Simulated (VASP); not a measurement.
# AlSn (P-6m2) in VASP: further runs

AlSn is run at these levels: PBEsol; tasks: single point.

Everything below comes from runs of VASP 6.6.1. Logs are shortened: lines on timing, memory, paths and dates and some standing lists are left out, and cuts for length are marked.

### Step 1. The cell of the first run

It takes space group P-6m2 (No. 187, hexagonal). Conventional cell: a = 4.141 Å, b = 4.141 Å, c = 3.262 Å, α = 90.00°, β = 90.00°, γ = 120.00°. Al (site symmetry -6m2) has 6 Sn at 2.89 Å and 2 Al at 3.26 Å within 3.8 Å. Sn (site symmetry -6m2) has 6 Al at 2.89 Å and 2 Sn at 3.26 Å within 3.8 Å.

### Step 2. Single point, PBEsol (volume scaled by 0.96)

The input, INCAR:

```
SYSTEM = AlSn
PREC     = Accurate       ! precision mode
ENCUT    = 520            ! plane-wave cutoff, eV
EDIFF    = 1E-6           ! SCF threshold, eV
ISMEAR   = -1             ! smearing method
SIGMA    = 0.05           ! smearing width, eV
LREAL    = .FALSE.        ! projectors in reciprocal space
LASPH    = .TRUE.         ! aspherical terms in the spheres
NELM     = 80             ! most SCF steps
ALGO     = Normal         ! electronic algorithm
ISIF     = 2              ! what is computed and relaxed
LWAVE    = .FALSE.        ! write WAVECAR
LCHARG   = .FALSE.        ! write CHGCAR
GGA      = PS             ! functional
NBANDS   = 16             ! bands
```

The input, KPOINTS:

```
Automatic mesh
0
G
  11 11 12
  0 0 0
```

The input, POSCAR:

```
AlSn
1.0
    4.1413675035      0.0000000000      0.0000000000
   -2.0706837517      3.5865294644      0.0000000000
    0.0000000000      0.0000000000      3.2621543998
Al Sn
1 1
Direct
    0.0000000000      0.0000000000      0.0000000000
    0.3333333333      0.6666666667      0.5000000000
```

Potentials or basis: VASP PAW PBE potentials, release 64 (Al, Sn_d).

Started as:

```bash
$ cat potpaw_PBE.64/Al/POTCAR potpaw_PBE.64/Sn_d/POTCAR > POTCAR
$ mpirun -np 1 vasp_std > vasp.out
```

OUTCAR:

```text
SYSTEM = AlSn
   PREC = Accurate
   ENCUT = 520
   EDIFF = 1E-6
   ISMEAR = -1
   LREAL = .FALSE.
   LASPH = .TRUE.
   NELM = 80
   ISIF = 2
   GGA = PS

 ion  position               nearest neighbor table
   1  0.000  0.000  0.000-   2 2.89   2 2.89   2 2.89   2 2.89   2 2.89   2 2.89
   2  0.333  0.667  0.500-   1 2.89   1 2.89   1 2.89   1 2.89   1 2.89   1 2.89

  LATTYP: Found a hexagonal cell.
 ALAT       =     4.1413675035
 C/A-ratio  =     0.7876998110

  Lattice vectors:

 A1 = (   4.1413675035,   0.0000000000,   0.0000000000)
 A2 = (  -2.0706837517,   3.5865294644,   0.0000000000)
 A3 = (   0.0000000000,   0.0000000000,   3.2621543998)

Analysis of symmetry for initial positions (statically):
=====================================================================
 Subroutine PRICEL returns:
 Original cell was already a primitive cell.

 Routine SETGRP: Setting up the symmetry group for a
 hexagonal supercell.

 Subroutine GETGRP returns: Found 12 space group operations
 (whereof 12 operations were pure point group operations)
 out of a pool of 24 trial point group operations.

The static configuration has the point symmetry D_3h.

Analysis of symmetry for dynamics (positions and initial velocities):
=====================================================================
 Subroutine PRICEL returns:
 Original cell was already a primitive cell.

 Routine SETGRP: Setting up the symmetry group for a
 hexagonal supercell.

 Subroutine GETGRP returns: Found 12 space group operations
 (whereof 12 operations were pure point group operations)
 out of a pool of 24 trial point group operations.

The dynamic configuration has the point symmetry D_3h.

 Subroutine INISYM returns: Found 12 space group operations
 (whereof 12 operations are pure point group operations),
 and found     1 'primitive' translations

----------------------------------------------------------------------------------------

                                     Primitive cell

  volume of cell :      48.4532

  direct lattice vectors                    reciprocal lattice vectors
     4.141367503  0.000000000  0.000000000     0.241466134  0.139410537  0.000000000
    -2.070683752  3.586529464  0.000000000     0.000000000  0.278821075  0.000000000
     0.000000000  0.000000000  3.262154400     0.000000000  0.000000000  0.306545883

  length of vectors
     4.141367503  4.141367503  3.262154400     0.278821075  0.278821075  0.306545883

  position of ions in fractional coordinates (direct lattice)
     0.000000000  0.000000000  0.000000000
     0.333333333  0.666666667  0.500000000

  ion indices of the primitive-cell ions
   primitive index   ion index
                 1           1
                 2           2

----------------------------------------------------------------------------------------

 KPOINTS: Automatic mesh

Automatic generation of k-mesh.
 Grid dimensions read from file:
 generate k-points for:   11   11   12

 Generating k-lattice:

  Cartesian coordinates                     Fractional coordinates (reciprocal lattice)
     0.021951467  0.012673685  0.000000000     0.090909091 -0.000000000  0.000000000
     0.000000000  0.025347370  0.000000000     0.000000000  0.090909091  0.000000000
     0.000000000  0.000000000  0.025545490     0.000000000  0.000000000  0.083333333

  Length of vectors
     0.025347370  0.025347370  0.025545490

  Shift w.r.t. Gamma in fractional coordinates (k-lattice)
     0.000000000  0.000000000  0.000000000

 Subroutine IBZKPT returns following result:
 ===========================================

 Found    112 irreducible k-points:

 Following reciprocal coordinates:
            Coordinates               Weight
  0.000000  0.000000  0.000000      1.000000
  0.090909  0.000000  0.000000      6.000000
  0.181818 -0.000000  0.000000      6.000000
  0.272727  0.000000  0.000000      6.000000
  0.363636  0.000000  0.000000      6.000000
  0.454545  0.000000  0.000000      6.000000
[... 16 lines left out ...]
  0.090909  0.090909  0.083333     12.000000
  0.181818  0.090909  0.083333     24.000000
 [... further k-points ...]
   k-points           NKPTS =    112   k-points in BZ     NKDIM =    112   number of bands    NBANDS=     16
   number of dos      NEDOS =    301   number of ions     NIONS =      2
   total plane-waves  NPLWV =  24576
   dimension x,y,z NGX =    32 NGY =   32 NGZ =   24
   dimension x,y,z NGXF=    64 NGYF=   64 NGZF=   48
   ions per type =               1   1
   NGX,Y,Z   is equivalent  to a cutoff of  12.85, 12.85, 12.23 a.u.
   NGXF,Y,Z  is equivalent  to a cutoff of  25.69, 25.69, 24.46 a.u.
 SYSTEM =  AlSn
   PREC   = accura    normal or accurate (medium, high low for compatibility)
   ISTART =      0    job   : 0-new  1-cont  2-samecut
   ICHARG =      2    charge: 1-file 2-atom 10-const
   ISPIN  =      1    spin polarized calculation?
   LNONCOLLINEAR =      F non collinear calculations
   LSORBIT =      F    spin-orbit coupling
   LASPH  =      T    aspherical Exc in radial PAW
   ENCUT  =  520.0 eV  38.22 Ry    6.18 a.u.   7.70  7.70  6.07*2*pi/ulx,y,z
   NELM   =     80;   NELMIN=  2; NELMDL= -5     # of ELM steps
   EDIFF  = 0.1E-05   stopping-criterion for ELM
   LREAL  =      F    real-space projection
   EDIFFG = 0.1E-04   stopping-criterion for IOM
   NSW    =      0    number of steps for IOM
   IBRION =     -1    ionic relax: 0-MD 1-quasi-New 2-CG
   NFREE  =      0    steps in history (QN), initial steepest desc. (CG)
   ISIF   =      2    stress and relaxation
   ISYM   =      2    0-nonsym 1-usesym 2-fastsym
   POTIM  = 0.5000    time-step for ionic-motion
   TEBEG  =    0.0;   TEEND  =   0.0 temperature during run
   PSTRESS=    0.0 pullay stress
   NELECT =      17.0000    total number of electrons
   NUPDOWN=      -1.0000    fix difference up-down
   EMIN   =  10.00;   EMAX   =-10.00  energy-range for DOS
   EFERMI =   0.00;   METHOD = LEGACY
   ISMEAR =    -1;   SIGMA  =   0.05  broadening in eV -4-tet -1-fermi 0-gaus
   EFERMI_NEDOS =   21; number of points for ismear=-14 and -15
   IALGO  =     38    algorithm
   IMIX   =      4    mixing-type and parameters
     AMIX     =   0.40;   BMIX     =  1.00
     AMIX_MAG =   1.60;   BMIX_MAG =  1.00
  volume/ion in A,a.u.               =      24.23       163.49
  Fermi-wavevector in a.u.,A,eV,Ry     =   1.154650  2.181972 18.139504  1.333216
  Thomas-Fermi vector in A             =   2.291284
   LORBIT       =      0    0 simple, 1 ext, 2 COOP (PROOUT), +10 PAW based schemes
   GGA     = PS    functional components
   LHFCALC =     F    Hartree Fock is set to
   AEXX    =    0.0000 exact exchange contribution
   IVDW    =     0    specifies the selected vdW correction
   LEPSILON=     F    determine dielectric tensor
   LRPA    =     F    only Hartree local field effects (RPA)
 non-spin polarized calculation
  energy-cutoff  :      520.00
  volume of cell :       48.45
 maximum number of plane-waves:      1328
 NGX is ok and might be reduce to    32
   NGX = 15   NGY = 15   NGZ = 13

 number of electron      16.9999999 magnetization

 Free energy of the ion-electron system (eV)
  ---------------------------------------------------
  ext. energy  EPLUGINS =         0.00000000
  ---------------------------------------------------
  free energy    TOTEN  =        -7.96262703 eV

  energy without entropy =       -7.95244778  energy(sigma->0) =       -7.95753740

 E-fermi :   6.7301     XC(G=0):  -9.8551

 val. band max:        6.7052928644   @ k =   0.4545   0.0909   0.4167
 cond. band min:       6.7377051651   @ k =   0.1818  -0.0000   0.2500
 fundamental gap:      0.0324123007
 Fermi energy:         6.7300870934

 k-point     1 :       0.0000    0.0000    0.0000
  band No.  band energies     occupation
      1     -14.5699      2.00000
      2     -14.4355      2.00000
      3     -14.4355      2.00000
      4     -14.4209      2.00000
      5     -14.4209      2.00000
      6      -3.9983      2.00000
[... 8 lines left out ...]
     15      18.7819      0.00000
     16      19.7625      0.00000

 k-point     2 :       0.0909    0.0000    0.0000
  band No.  band energies     occupation
      1     -14.5691      2.00000
      2     -14.4357      2.00000
      3     -14.4336      2.00000
      4     -14.4215      2.00000
      5     -14.4211      2.00000
      6      -3.9093      2.00000
[... 8 lines left out ...]
     15      17.8970      0.00000
     16      19.6803      0.00000

 k-point     3 :       0.1818   -0.0000    0.0000
  band No.  band energies     occupation
      1     -14.5671      2.00000
      2     -14.4364      2.00000
      3     -14.4286      2.00000
      4     -14.4231      2.00000
      5     -14.4215      2.00000
      6      -3.6454      2.00000
[... 8 lines left out ...]
     15      16.6432      0.00000
     16      18.9991      0.00000

 k-point     4 :       0.2727    0.0000    0.0000
  band No.  band energies     occupation
      1     -14.5644      2.00000
      2     -14.4372      2.00000
      3     -14.4252      2.00000
      4     -14.4221      2.00000
      5     -14.4220      2.00000
      6      -3.2199      2.00000
[... 8 lines left out ...]
     15      16.5037      0.00000
     16      18.3122      0.00000

 k-point     5 :       0.3636    0.0000    0.0000
  band No.  band energies     occupation
      1     -14.5621      2.00000
      2     -14.4379      2.00000
      3     -14.4271      2.00000
      4     -14.4226      2.00000
      5     -14.4159      2.00000
      6      -2.6756      2.00000
[... 8 lines left out ...]
     15      16.3934      0.00000
     16      18.6581      0.00000

 k-point     6 :       0.4545    0.0000    0.0000
  band No.  band energies     occupation
      1     -14.5607      2.00000
      2     -14.4383      2.00000
      3     -14.4283      2.00000
      4     -14.4229      2.00000
      5     -14.4123      2.00000
      6      -2.1758      2.00000
[... 8 lines left out ...]
     15      16.6236      0.00000
     16      17.7818      0.00000

 k-point     7 :       0.0909    0.0909    0.0000
  band No.  band energies     occupation
      1     -14.5677      2.00000
      2     -14.4361      2.00000
      3     -14.4303      2.00000
      4     -14.4226      2.00000
      5     -14.4214      2.00000
      6      -3.7327      2.00000
[... 8 lines left out ...]
     15      16.9956      0.00000
     16      19.3862      0.00000

 k-point     8 :       0.1818    0.0909    0.0000
  band No.  band energies     occupation
      1     -14.5653      2.00000
      2     -14.4364      2.00000
      3     -14.4249      2.00000
      4     -14.4243      2.00000
      5     -14.4220      2.00000
      6      -3.3870      2.00000
[... 8 lines left out ...]
     15      16.0258      0.00000
     16      18.5277      0.00000

 k-point     9 :       0.2727    0.0909    0.0000
  band No.  band energies     occupation
      1     -14.5628      2.00000
      2     -14.4368      2.00000
      3     -14.4262      2.00000
      4     -14.4226      2.00000
      5     -14.4190      2.00000
      6      -2.8961      2.00000
[... 8 lines left out ...]
     15      16.7066      0.00000
     16      18.5425      0.00000
[... 172 lines left out ...]
 k-point    19 :       0.1818   -0.0000    0.0833
  band No.  band energies     occupation
      1     -14.5534      2.00000
      2     -14.4358      2.00000
      3     -14.4283      2.00000
      4     -14.4283      2.00000
      5     -14.4263      2.00000
      6      -3.5452      2.00000
[... 8 lines left out ...]
     15      15.8774      0.00000
     16      17.7377      0.00000

 k-point    20 :       0.2727    0.0000    0.0833
  band No.  band energies     occupation
      1     -14.5507      2.00000
      2     -14.4367      2.00000
      3     -14.4305      2.00000
      4     -14.4273      2.00000
      5     -14.4213      2.00000
      6      -3.1199      2.00000
[... 8 lines left out ...]
     15      17.0679      0.00000
     16      17.3593      0.00000

 k-point    21 :       0.3636    0.0000    0.0833
  band No.  band energies     occupation
      1     -14.5483      2.00000
      2     -14.4374      2.00000
      3     -14.4324      2.00000
      4     -14.4278      2.00000
      5     -14.4153      2.00000
      6      -2.5761      2.00000
[... 8 lines left out ...]
     15      17.0937      0.00000
     16      17.3664      0.00000

 k-point    22 :       0.4545    0.0000    0.0833
  band No.  band energies     occupation
      1     -14.5470      2.00000
      2     -14.4379      2.00000
      3     -14.4336      2.00000
      4     -14.4282      2.00000
      5     -14.4118      2.00000
      6      -2.0772      2.00000
[... 8 lines left out ...]
     15      16.9373      0.00000
     16      17.0192      0.00000

 k-point    23 :       0.0909    0.0909    0.0833
  band No.  band energies     occupation
      1     -14.5540      2.00000
      2     -14.4355      2.00000
      3     -14.4299      2.00000
      4     -14.4277      2.00000
      5     -14.4264      2.00000
      6      -3.6325      2.00000
[... 8 lines left out ...]
     15      16.0830      0.00000
     16      17.6979      0.00000

 k-point    24 :       0.1818    0.0909    0.0833
  band No.  band energies     occupation
      1     -14.5516      2.00000
      2     -14.4359      2.00000
      3     -14.4296      2.00000
      4     -14.4273      2.00000
      5     -14.4241      2.00000
      6      -3.2869      2.00000
[... 8 lines left out ...]
     15      16.4451      0.00000
     16      17.1569      0.00000

 [... further k-points ...]
[... 5 lines left out ...]
  --------------------------------------------------------------------------------------
  -------------------------------------------------------------------------------------
  Total        0.0992576      0.0992576     -0.2263456      0.0000000      0.0000000      0.0000000
  in kB        3.2820979      3.2820979     -7.4844505      0.0000000      0.0000000      0.0000000
  external PRESSURE =      -0.3067516 kB  Pullay stress =       0.0000000 kB

 VOLUME and BASIS-vectors are now :
 -----------------------------------------------------------------------------
  energy-cutoff  :      520.00
  volume of cell :       48.45
      direct lattice vectors                 reciprocal lattice vectors
     4.141367503  0.000000000  0.000000000     0.241466134  0.139410537  0.000000000
    -2.070683752  3.586529464  0.000000000     0.000000000  0.278821075  0.000000000
     0.000000000  0.000000000  3.262154400     0.000000000  0.000000000  0.306545883

 POSITION                                       TOTAL-FORCE (eV/Angst)
 -----------------------------------------------------------------------------------
      0.00000      0.00000      0.00000        -0.000000      0.000000      0.000000
     -0.00000      2.39102      1.63108         0.000000     -0.000000      0.000000
 -----------------------------------------------------------------------------------
    total drift:                                0.000000     -0.000000     -0.000000

  FREE ENERGIE OF THE ION-ELECTRON SYSTEM (eV)
  ---------------------------------------------------
  free  energy   TOTEN  =        -7.9626270304 eV

  energy  without entropy=       -7.9524477790  energy(sigma->0) =       -7.95753740
```

Run time: 17 s. Hardware: 1 thread of Intel Xeon 6975P-C (Granite Rapids), shared host; peak memory 0.22 GiB.

What came out:

* Free energy: -7.9626 eV
* Pressure: 0.0 GPa

Stress tensor (GPa, compression positive):
```
 0.33  0.00  0.00
 0.00  0.33  0.00
 0.00  0.00 -0.75
```

Caveat: the PAW data sets were made with another functional, which shifts forces and pressure a little; spin-orbit coupling is left out, which moves the levels of the heavy elements.

### Step 3. Single point, PBEsol (volume scaled by 0.98)

The input, INCAR:

```
SYSTEM = AlSn
ALGO = Normal ; EDIFF = 1E-7
ENCUT = 520 ; GGA = PS
ISIF = 2 ; ISMEAR = -1
LASPH = .TRUE. ; LCHARG = .TRUE.
LELF = .TRUE. ; LREAL = .FALSE.
LVHAR = .TRUE. ; LWAVE = .FALSE.
NBANDS = 16 ; NELM = 60
PREC = Accurate ; SIGMA = 0.05
```

The input, KPOINTS:

```
k-points
0
G
  11 11 12
  0 0 0
```

The input, POSCAR:

```
AlSn
1.0
    4.1699295612      0.0000000000      0.0000000000
   -2.0849647806      3.6112649320      0.0000000000
    0.0000000000      0.0000000000      3.2846527272
Al Sn
1 1
Direct
    0.0000000000      0.0000000000      0.0000000000
    0.3333333333      0.6666666667      0.5000000000
```

Potentials or basis: VASP PAW PBE potentials, release 64 (Al, Sn_d).

Started as:

```bash
$ cat potpaw_PBE.64/Al/POTCAR potpaw_PBE.64/Sn_d/POTCAR > POTCAR
$ mpirun -np 1 vasp_std > vasp.out
```

Wall time 22 s (1 thread of Intel Xeon 6975P-C (Granite Rapids), shared host); peak memory 0.22 GiB.

Results (log left out):

```
Free energy : -7.9594 eV
Pressure    : -1.1 GPa
```

Stress tensor (GPa, compression positive):
```
-0.68  0.00  0.00
 0.00 -0.68  0.00
 0.00  0.00 -1.91
```

Levels at points of the mesh, in eV from the Fermi level:
| k point | band 6 | band 7 | band 8 | band 9 | band 10 | band 11 |
| --- | --- | --- | --- | --- | --- | --- |
| (0.00, 0.00, 0.00) | -10.59 | -0.22 | -0.22 | 0.81 | 2.64 | 3.15 |
| (0.00, 0.00, 0.50) | -7.51 | -6.30 | 2.76 | 2.76 | 3.66 | 3.66 |

Caveat: the PAW data sets were made with another functional, which shifts forces and pressure a little; spin-orbit coupling is left out, which moves the levels of the heavy elements.

### Step 4. Single point, PBEsol (volume scaled by 1.02)

The input, INCAR:

```
SYSTEM = AlSn
PREC = Accurate
ENCUT = 520
EDIFF = 1E-6
ISMEAR = -1
SIGMA = 0.05
LREAL = .FALSE.
LASPH = .TRUE.
NELM = 60
ALGO = Normal
ISIF = 2
LWAVE = .FALSE.
LCHARG = .TRUE.
GGA = PS
LELF = .TRUE.
LVHAR = .TRUE.
NBANDS = 16
```

The input, KPOINTS:

```
regular mesh
0
G
  11 11 12
  0 0 0
```

The input, POSCAR:

```
AlSn
1.0
    4.2259084499      0.0000000000      0.0000000000
   -2.1129542249      3.6597440716      0.0000000000
    0.0000000000      0.0000000000      3.3287472872
Al Sn
1 1
Direct
    0.0000000000      0.0000000000      0.0000000000
    0.3333333333      0.6666666667      0.5000000000
```

Started as:

```bash
$ cat potpaw_PBE.64/Al/POTCAR potpaw_PBE.64/Sn_d/POTCAR > POTCAR
$ mpirun -np 1 vasp_std > vasp.out
```

Wall time 21 s (1 thread of Intel Xeon 6975P-C (Granite Rapids), shared host); peak memory 0.23 GiB.

Results (log left out):

| Property | Result |
| --- | --- |
| Free energy | -7.9342 eV |
| Pressure | -2.9 GPa |

Stress tensor (GPa, compression positive):
```
-2.46  0.00  0.00
 0.00 -2.46  0.00
 0.00  0.00 -3.91
```

Levels at points of the mesh, in eV from the Fermi level:
```tsv
k point	band 6	band 7	band 8	band 9	band 10	band 11
(0.00, 0.00, 0.00)	-10.33	-0.20	-0.20	0.57	2.56	3.12
(0.00, 0.00, 0.50)	-7.38	-6.12	2.66	2.66	3.57	3.57
```

Caveat: the PAW data sets were made with another functional, which shifts forces and pressure a little; spin-orbit coupling is left out, which moves the levels of the heavy elements.

### Step 5. Summary

```csv
cell,gap on the mesh (eV),pressure (GPa)
"a = 4.141, b = 4.141, c = 3.262 Å, angles 90.0, 90.0, 120.0°, 2 atoms",none,0.0
"a = 4.170, b = 4.170, c = 3.285 Å, angles 90.0, 90.0, 120.0°, 2 atoms",none,-1.1
"a = 4.226, b = 4.226, c = 3.329 Å, angles 90.0, 90.0, 120.0°, 2 atoms",none,-2.9
```

Alike in all rows: task single point; level PBEsol; potentials or basis VASP PAW PBE potentials, release 64 (Al, Sn_d); no spin polarisation; k mesh 11 × 11 × 12; cutoff (eV) 520; smearing fermi-dirac 0.05 eV.

Caveats: the PAW data sets were made with another functional, which shifts forces and pressure a little; spin-orbit coupling is left out, which moves the levels of the heavy elements.

Absolute energies hang on the potentials; compare differences alone.
